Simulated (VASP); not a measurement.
# In (Pm-3n) in VASP: a series of runs, part 3 of 3

VASP 6.6.1. The steps go on from the part before.

### Step 4. Relaxation of cell and atoms, LDA

This run uses another cell than the first one, of 26.14 Å³/atom, 1.034 times its volume.

Input file INCAR:

```
SYSTEM = In
PREC     = Accurate       ! precision mode
ENCUT    = 600            ! plane-wave cutoff, eV
EDIFF    = 1E-6           ! SCF threshold, eV
ISMEAR   = -1             ! smearing method
SIGMA    = 0.1            ! smearing width, eV
LREAL    = .False.        ! projectors in reciprocal space
LASPH    = .True.         ! aspherical terms in the spheres
NELM     = 100            ! most SCF steps
ALGO     = Normal         ! electronic algorithm
ISIF     = 3              ! what is computed and relaxed
LWAVE    = .False.        ! write WAVECAR
LCHARG   = .False.        ! write CHGCAR
IBRION   = 2              ! ionic algorithm
NSW      = 80             ! ionic steps
EDIFFG   = -0.01          ! ionic threshold
```

Input file KPOINTS:

```
regular mesh
0
Gamma
  5 5 5
  0 0 0
```

Input file POSCAR:

```
In
1.0
    5.9358781157      0.0000000000      0.0000000000
    0.0000000000      5.9358781157      0.0000000000
    0.0000000000      0.0000000000      5.9358781157
In
8
Direct
    0.0000000000      0.0000000000      0.0000000000
    0.5000000000      0.5000000000      0.5000000000
    0.2500000000      0.0000000000      0.5000000000
    0.7500000000      0.0000000000      0.5000000000
    0.5000000000      0.2500000000      0.0000000000
    0.5000000000      0.7500000000      0.0000000000
    0.0000000000      0.5000000000      0.2500000000
    0.0000000000      0.5000000000      0.7500000000
```

Potentials or basis: VASP PAW LDA potentials, release 64 (In_d).

Run with:

```console
> cat potpaw_LDA.64/In_d/POTCAR > POTCAR
> mpirun -np 1 vasp_std > vasp.out
```

OUTCAR:

```text
SYSTEM = In
   PREC = Accurate
   ENCUT = 600
   EDIFF = 1E-6
   ISMEAR = -1
   LREAL = .False.
   LASPH = .True.
   NELM = 100
   ISIF = 3
   IBRION = 2
   NSW = 80
   EDIFFG = -0.01

 ion  position               nearest neighbor table
   1  0.000  0.000  0.000-   3 3.32   4 3.32   5 3.32   6 3.32   7 3.32   8 3.32   3 3.32   4 3.32
                             7 3.32   8 3.32   5 3.32   6 3.32
   2  0.500  0.500  0.500-   3 3.32   4 3.32   5 3.32   6 3.32   7 3.32   8 3.32   5 3.32   6 3.32
                             3 3.32   4 3.32   7 3.32   8 3.32
   3  0.250  0.000  0.500-   4 2.97   4 2.97   1 3.32   1 3.32   2 3.32   2 3.32   8 3.63   7 3.63
                             8 3.63   7 3.63   6 3.63   5 3.63   5 3.63   6 3.63
   4  0.750  0.000  0.500-   3 2.97   3 2.97   1 3.32   1 3.32   2 3.32   2 3.32   8 3.63   7 3.63
                             8 3.63   7 3.63   6 3.63   5 3.63   5 3.63   6 3.63
   5  0.500  0.250  0.000-   6 2.97   6 2.97   1 3.32   2 3.32   2 3.32   1 3.32   8 3.63   7 3.63
                             7 3.63   8 3.63   3 3.63   4 3.63   3 3.63   4 3.63
   6  0.500  0.750  0.000-   5 2.97   5 2.97   1 3.32   2 3.32   2 3.32   1 3.32   8 3.63   7 3.63
                             7 3.63   8 3.63   3 3.63   4 3.63   3 3.63   4 3.63
   7  0.000  0.500  0.250-   8 2.97   8 2.97   1 3.32   2 3.32   1 3.32   2 3.32   3 3.63   4 3.63
                             5 3.63   3 3.63   4 3.63   6 3.63   5 3.63   6 3.63
   8  0.000  0.500  0.750-   7 2.97   7 2.97   1 3.32   2 3.32   1 3.32   2 3.32   3 3.63   4 3.63
                             5 3.63   3 3.63   4 3.63   6 3.63   5 3.63   6 3.63

  LATTYP: Found a simple cubic cell.
 ALAT       =     5.9358781157

  Lattice vectors:

 A1 = (   5.9358781157,   0.0000000000,   0.0000000000)
 A2 = (   0.0000000000,   5.9358781157,   0.0000000000)
 A3 = (   0.0000000000,   0.0000000000,   5.9358781157)

Analysis of symmetry for initial positions (statically):
=====================================================================
 Subroutine PRICEL returns:
 Original cell was already a primitive cell.

 Routine SETGRP: Setting up the symmetry group for a
 simple cubic supercell.

 Subroutine GETGRP returns: Found 48 space group operations
 (whereof 24 operations were pure point group operations)
 out of a pool of 48 trial point group operations.

The static configuration has the point symmetry T_h .
 The point group associated with its full space group is O_h .

Analysis of symmetry for dynamics (positions and initial velocities):
=====================================================================
 Subroutine PRICEL returns:
 Original cell was already a primitive cell.

 Routine SETGRP: Setting up the symmetry group for a
 simple cubic supercell.

 Subroutine GETGRP returns: Found 48 space group operations
 (whereof 24 operations were pure point group operations)
 out of a pool of 48 trial point group operations.

The dynamic configuration has the point symmetry T_h .
 The point group associated with its full space group is O_h .

 Subroutine INISYM returns: Found 48 space group operations
 (whereof 24 operations are pure point group operations),
 and found     1 'primitive' translations

----------------------------------------------------------------------------------------

                                     Primitive cell

  volume of cell :     209.1486

  direct lattice vectors                    reciprocal lattice vectors
     5.935878116  0.000000000  0.000000000     0.168467071  0.000000000  0.000000000
     0.000000000  5.935878116  0.000000000     0.000000000  0.168467071  0.000000000
     0.000000000  0.000000000  5.935878116     0.000000000  0.000000000  0.168467071

  length of vectors
     5.935878116  5.935878116  5.935878116     0.168467071  0.168467071  0.168467071

  position of ions in fractional coordinates (direct lattice)
     0.000000000  0.000000000  0.000000000
[... 47 lines left out ...]
  0.000000  0.000000  0.000000      1.000000
  0.200000  0.000000  0.000000      6.000000
  0.400000  0.000000  0.000000      6.000000
  0.200000  0.200000  0.000000     12.000000
  0.400000  0.200000  0.000000     24.000000
  0.400000  0.400000  0.000000     12.000000
  0.200000  0.200000  0.200000      8.000000
  0.400000  0.200000  0.200000     24.000000
  0.400000  0.400000  0.200000     24.000000
  0.400000  0.400000  0.400000      8.000000
   k-points           NKPTS =     10   k-points in BZ     NKDIM =     10   number of bands    NBANDS=     62
   number of dos      NEDOS =    301   number of ions     NIONS =      8
   total plane-waves  NPLWV = 110592
   dimension x,y,z NGX =    48 NGY =   48 NGZ =   48
   dimension x,y,z NGXF=    96 NGYF=   96 NGZF=   96
   ions per type =               8
   NGX,Y,Z   is equivalent  to a cutoff of  13.44, 13.44, 13.44 a.u.
   NGXF,Y,Z  is equivalent  to a cutoff of  26.89, 26.89, 26.89 a.u.
 SYSTEM =  In
   PREC   = accura    normal or accurate (medium, high low for compatibility)
   ISTART =      0    job   : 0-new  1-cont  2-samecut
   ICHARG =      2    charge: 1-file 2-atom 10-const
   ISPIN  =      1    spin polarized calculation?
   LNONCOLLINEAR =      F non collinear calculations
   LSORBIT =      F    spin-orbit coupling
   LASPH  =      T    aspherical Exc in radial PAW
   ENCUT  =  600.0 eV  44.10 Ry    6.64 a.u.  11.86 11.86 11.86*2*pi/ulx,y,z
   NELM   =    100;   NELMIN=  2; NELMDL= -5     # of ELM steps
   EDIFF  = 0.1E-05   stopping-criterion for ELM
   LREAL  =      F    real-space projection
   EDIFFG = -.1E-01   stopping-criterion for IOM
   NSW    =     80    number of steps for IOM
   IBRION =      2    ionic relax: 0-MD 1-quasi-New 2-CG
   NFREE  =      1    steps in history (QN), initial steepest desc. (CG)
   ISIF   =      3    stress and relaxation
   ISYM   =      2    0-nonsym 1-usesym 2-fastsym
   POTIM  = 0.5000    time-step for ionic-motion
   TEBEG  =    0.0;   TEEND  =   0.0 temperature during run
   PSTRESS=    0.0 pullay stress
   NELECT =     104.0000    total number of electrons
   NUPDOWN=      -1.0000    fix difference up-down
   EMIN   =  10.00;   EMAX   =-10.00  energy-range for DOS
   EFERMI =   0.00;   METHOD = LEGACY
   ISMEAR =    -1;   SIGMA  =   0.10  broadening in eV -4-tet -1-fermi 0-gaus
   EFERMI_NEDOS =   21; number of points for ismear=-14 and -15
   IALGO  =     38    algorithm
   IMIX   =      4    mixing-type and parameters
     AMIX     =   0.40;   BMIX     =  1.00
     AMIX_MAG =   1.60;   BMIX_MAG =  1.00
  volume/ion in A,a.u.               =      26.14       176.43
  Fermi-wavevector in a.u.,A,eV,Ry     =   1.296983  2.450943 22.887245  1.682165
  Thomas-Fermi vector in A             =   2.428405
   LORBIT       =      0    0 simple, 1 ext, 2 COOP (PROOUT), +10 PAW based schemes
   GGA     = CA    functional components
   LHFCALC =     F    Hartree Fock is set to
   AEXX    =    0.0000 exact exchange contribution
   IVDW    =     0    specifies the selected vdW correction
   LEPSILON=     F    determine dielectric tensor
   LRPA    =     F    only Hartree local field effects (RPA)
 conjugate gradient relaxation of ions
 non-spin polarized calculation
  energy-cutoff  :      600.00
  volume of cell :      209.15
 maximum number of plane-waves:      6992
 NGX is ok and might be reduce to    48
   NGX = 23   NGY = 23   NGZ = 23

--------------------------------------- Ionic step        1  -------------------------------------------

 number of electron     104.0000019 magnetization

 Free energy of the ion-electron system (eV)
  ---------------------------------------------------
  ext. energy  EPLUGINS =         0.00000000
  ---------------------------------------------------
  free energy    TOTEN  =       -25.41946811 eV

  energy without entropy =      -25.31816825  energy(sigma->0) =      -25.36881818

------------------------ aborting loop because EDIFF is reached ----------------------------------------

  FORCE on cell =-STRESS in cart. coord.  units (eV):
  Direction    XX          YY          ZZ          XY          YZ          ZX
  --------------------------------------------------------------------------------------
  -------------------------------------------------------------------------------------
  Total       -1.8072290     -1.8072290     -1.8072290      0.0000000     -0.0000000     -0.0000000
  in kB      -13.8442310    -13.8442310    -13.8442310      0.0000000     -0.0000000     -0.0000000
  external PRESSURE =     -13.8442310 kB  Pullay stress =       0.0000000 kB
[... 71 lines left out ...]
--------------------------------------- Ionic step        3  -------------------------------------------

 number of electron     103.9999943 magnetization

 Free energy of the ion-electron system (eV)
  ---------------------------------------------------
  ext. energy  EPLUGINS =         0.00000000
  ---------------------------------------------------
  free energy    TOTEN  =       -25.44823236 eV

  energy without entropy =      -25.35035364  energy(sigma->0) =      -25.39929300

 E-fermi :   7.7163     XC(G=0): -10.6702

 val. band max:        7.6744971704   @ k =   0.0000   0.0000   0.0000
 cond. band min:       7.7286125142   @ k =   0.4000   0.2000   0.0000
 fundamental gap:      0.0541153438
 Fermi energy:         7.7163427670

 k-point     1 :       0.0000    0.0000    0.0000
  band No.  band energies     occupation
      1      -7.3530      2.00000
      2      -7.3516      2.00000
      3      -7.3516      2.00000
      4      -7.1354      2.00000
      5      -7.1354      2.00000
      6      -7.1354      2.00000
[... 674 lines left out ...]
  FREE ENERGIE OF THE ION-ELECTRON SYSTEM (eV)
  ---------------------------------------------------
  free  energy   TOTEN  =       -25.4482323616 eV

  energy  without entropy=      -25.3503536378  energy(sigma->0) =      -25.39929300

 reached required accuracy - stopping structural energy minimisation
```

It took 11 min on 1 thread of Oxide Virtual Turin-like, shared host; peak memory 0.27 GiB.

Results:

* Free energy: -25.4482 eV
* Relaxed volume: 25.35 Å³/atom
* Relaxed cell: a = 5.875 Å, b = 5.875 Å, c = 5.875 Å, α = 90.00°, β = 90.00°, γ = 90.00°
* Space group after relaxing (to 0.05 Å): Pm-3n (No. 223)
* Energy gained by relaxing: 3.6 meV/atom
* Ionic steps: 3
* Pressure after relaxing: 0.0 GPa
* Band gap on the k mesh: zero (band 52 reaches 9.47 eV, above the bottom of band 53 at 7.11 eV)

Step by step:
| step | energy change (eV) | largest force (eV/Å) | pressure (GPa) | volume (Å³) |
| --- | --- | --- | --- | --- |
| 1 | 0.0000 | 0.0000 | -1.38 | 209.15 |
| 2 | -0.0287 | 0.0000 | 0.10 | 202.38 |
| 3 | -0.0288 | 0.0000 | -0.02 | 202.76 |

Final structure:
```
CELL_PARAMETERS angstrom
5.87486 0.00000 0.00000
0.00000 5.87486 0.00000
0.00000 0.00000 5.87486
ATOMIC_POSITIONS crystal
In 0.00000 0.00000 0.00000
In 0.50000 0.50000 0.50000
In 0.25000 0.00000 0.50000
In 0.75000 0.00000 0.50000
In 0.50000 0.25000 0.00000
In 0.50000 0.75000 0.00000
In 0.00000 0.50000 0.25000
In 0.00000 0.50000 0.75000
```

Levels at points of the mesh, in eV from the Fermi level:
```csv
k point,band 50,band 51,band 52,band 53,band 54,band 55
"(0.00, 0.00, 0.00)",-1.22,-0.51,-0.51,-0.51,-0.04,-0.04
```

Caveat: spin-orbit coupling is left out, which moves the levels of the heavy elements.

### Step 5. Summary

```csv
task,cell,k mesh,cutoff (eV),gap on the mesh (eV),pressure (GPa)
single point,"a = 5.871 Å, 8 atoms",5 × 5 × 5,520,none,0.0
single point,"a = 5.871 Å, 8 atoms",6 × 6 × 6,520,none,-0.1
relaxation of cell and atoms,"relaxed from a = 5.936 Å, 8 atoms",5 × 5 × 5,600,none,0.0
```

Alike in all rows: level LDA; potentials or basis VASP PAW LDA potentials, release 64 (In_d); no spin polarisation; smearing fermi-dirac 0.1 eV.

Caveats: spin-orbit coupling is left out, which moves the levels of the heavy elements.

Total energies depend on the potentials used, so only differences within one code and one set of settings carry meaning.
